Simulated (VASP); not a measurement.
Set up this calculation in VASP 6.6.1, as the native input.

| Item | Value |
| --- | --- |
| Task | single point |
| Functional | LDA |
| Potentials or basis | VASP PAW LDA potentials, release 64 (Be, S) |
| Cutoff | 520 eV |
| k mesh | 8 × 8 × 8 |
| Occupations | gaussian, width 0.01 eV |
| Spin | no spin polarisation |
| Dipole correction | no |
| Further INCAR settings | ALGO = Normal; EDIFF = 1e-06; NBANDS = 11 |

The structure of BeS lies in POSCAR:

```
BeS
1.0
    2.4221497394      2.4221497394      0.0000000000
   -2.4221497394      2.4221497394      0.0000000000
    0.0000000000      2.4221497394      2.3837790505
Be S
1 1
Direct
    0.0000000000      0.0000000000      0.0000000000
    0.7500000000      0.2500000000      0.5000000000
```

This cell differs from its parent crystal: in-plane strain +0.01.

The input as run:

INCAR

```
PREC = Accurate
ENCUT = 520
EDIFF = 1E-6
ISMEAR = 0
SIGMA = 0.01
LREAL = False
LASPH = True
NELM = 60
ALGO = Normal
ISIF = 2
LWAVE = False
LCHARG = False
NBANDS = 11
```

KPOINTS

```
regular mesh
0
Gamma
  8 8 8
```

Potentials or basis: VASP PAW LDA potentials, release 64 (Be, S).

Run with:

```sh
$ cat potpaw_LDA.64/Be/POTCAR potpaw_LDA.64/S/POTCAR > POTCAR
$ mpirun -np 1 vasp_std > vasp.out
```

It gave:

```json
{"Pressure": "-1.4 GPa", "Band gap on the k mesh": "2.72 eV, indirect (least direct gap 5.47 eV)"}
```

Caveat: the cell differs from its parent crystal (in-plane strain +0.01).

Wall time 23 s on 1 thread of AMD EPYC 7R43 64-Core Processor (Zen 3), with other jobs on the host, peak memory 0.1 GiB.
